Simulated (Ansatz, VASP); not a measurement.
LiF: VASP beside Ansatz

```
Li F
1.0
    -0.02487    1.97000    1.97000
     1.97000   -0.02487    1.97000
     1.97000    1.97000   -0.02487
Li F
1 1
Direct
  0.00000 0.00000 0.00000
  0.50000 0.50000 0.50000
```

Change from the starting cell: shear_111 strain -1.9%.

Alike in both runs: task single point; functional HSE06; k mesh 8 × 8 × 8; no spin polarisation.

|  | VASP | Ansatz |
| --- | --- | --- |
| version | VASP 6.6.1 | Ansatz 0.2.0 |
| potentials or method | VASP PAW PBE potentials, release 64 (Li_sv, F) | plane waves, PAW |
| plane-wave cutoff (eV) | 650 | 420 |
| occupations | gaussian, width 0.01 eV | fixed |
| valence electrons in the cell | 10 | 10 |

```tsv
	VASP	Ansatz	Ansatz less VASP
gap on the k mesh at the Fermi level (eV)	11.78	11.79	+0.015
pressure (GPa)	1.9	2.8	+0.81
traceless stress, the component that is largest in VASP (GPa)	0.85	0.85	+0.001
```

Ansatz's warnings: stress exchange threshold loose, stress scf threshold loose.
